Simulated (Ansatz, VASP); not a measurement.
**Be in VASP and in Ansatz**

Contents of INCAR:

```
PREC     = Accurate       # precision mode
ENCUT    = 600            # plane-wave cutoff, eV
EDIFF    = 1E-7           # SCF threshold, eV
ISMEAR   = 0              # smearing method
SIGMA    = 0.1            # smearing width, eV
LREAL    = F              # projectors in reciprocal space
LASPH    = T              # aspherical terms in the spheres
NELM     = 80             # most SCF steps
ALGO     = Fast           # electronic algorithm
ISIF     = 3              # what is computed and relaxed
LWAVE    = F              # write WAVECAR
LCHARG   = F              # write CHGCAR
GGA      = PE             # functional
IBRION   = 2              # ionic algorithm
NSW      = 100            # ionic steps
EDIFFG   = -0.01          # ionic threshold
```

The input KPOINTS:

```
Automatic mesh
0
Gamma
  34 34 34
```

Contents of POSCAR:

```
Be
1.0
   -1.1135624628      1.1410760762      1.5591552226
    1.1135624628     -1.1410760762      1.5591552226
    1.1135624628      1.1410760762     -1.5591552226
Be
1
Direct
    0.5000000000      0.0000000000      0.5000000000
```

Input for Ansatz:

```yaml
crystal:
  lattice:
    - [-1.1135624628, 1.1410760762, 1.5591552226]
    - [1.1135624628, -1.1410760762, 1.5591552226]
    - [1.1135624628, 1.1410760762, -1.5591552226]
  atoms:
    - { symbol: Be, position: [0.5, 0.0, 0.5] }
basis:
  ecutwfc: 420
kpoints:
  mp_grid: { grid: [34, 34, 34] }
hamiltonian:
  xc: pbe
scf:
  occupations: { method: gaussian, width: 0.1 }
output:
  forces: true
  stress: true
  eigenvalues: true
relax:
  adjacent_minimum: "off"
  f_tol: 0.01
  max_steps: 80
  cell: { stress_tol: 0.05 }
```

Alike in both runs: task relaxation of cell and atoms; functional PBE; k mesh 34 × 34 × 34; occupations gaussian, width 0.1 eV; no spin polarisation.

|  | VASP | Ansatz |
| --- | --- | --- |
| version | VASP 6.6.1 | Ansatz 0.2.0 |
| potentials or method | VASP PAW PBE potentials, release 64 (Be), cutoff 600 eV | scalar-relativistic, plane waves, PAW |
| valence electrons in the cell | 2 | 2 |

|  | VASP | Ansatz | Ansatz less VASP |
| --- | --- | --- | --- |
| gap on the k mesh at the Fermi level, each at its own relaxed structure (eV) | none | none | - |
| relaxed volume (Å³/atom) | 7.88 | 7.87 | -0.013 |
| relaxed length of the cell vector where the two differ most in proportion (Å) | 2.234 | 2.233 | -0.0013 |

A gap of «none» marks a metal or a gap that the smearing closes.
